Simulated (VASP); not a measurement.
Wanted: the native input for a VASP 6.6.1 run.

```yaml
Task: single point
Functional: PBE
Potentials_or_basis: VASP PAW PBE potentials, release 64 (Ta_pv, N)
Cutoff: 520 eV
k_mesh: 24 × 24 × 24
Occupations: gaussian, width 0.15 eV
Spin: no spin polarisation
Dipole_correction: no
Further_INCAR_settings: ALGO = Normal; EDIFF = 1e-07; NBANDS = 15
```

The structure of TaN lies in POSCAR:

```
TaN
1.0
    0.0000000000      2.1423757347      2.2748938213
    2.1423757347      0.0000000000      2.2748938213
    2.1423757347      2.1423757347      0.0000000000
Ta N
1 1
Direct
    0.5000000000      0.5000000000      0.5000000000
    0.0000000000      0.0000000000      0.0000000000
```

This cell differs from its parent crystal: strain -0.030 along x and y, +0.030 along z.

The input as run:

INCAR

```
SYSTEM = TaN
PREC = Accurate
ENCUT = 520
EDIFF = 1E-7
ISMEAR = 0
SIGMA = 0.15
LREAL = .FALSE.
LASPH = .TRUE.
NELM = 80
ALGO = Normal
ISIF = 2
LWAVE = .FALSE.
LCHARG = .FALSE.
GGA = PE
NBANDS = 15
```

KPOINTS

```
Automatic mesh
0
G
  24 24 24
  0 0 0
```

Potentials or basis: VASP PAW PBE potentials, release 64 (Ta_pv, N).

Command:

```console
$ cat potpaw_PBE.64/Ta_pv/POTCAR potpaw_PBE.64/N/POTCAR > POTCAR
$ mpirun -np 1 vasp_std > vasp.out
```

It gave:

* Pressure: 15.2 GPa
* Band gap on the k mesh: zero (bands 8 and 9 overlap by 3.80 eV)

Caveat: the cell differs from its parent crystal (strain -0.030 along x and y, +0.030 along z); the cell stands under pressure; spin-orbit coupling is left out, which moves the levels of the heavy elements.

Wall time 5.4 min on 1 thread of Intel Xeon 8259CL, with other jobs on the host, peak memory 0.44 GiB.
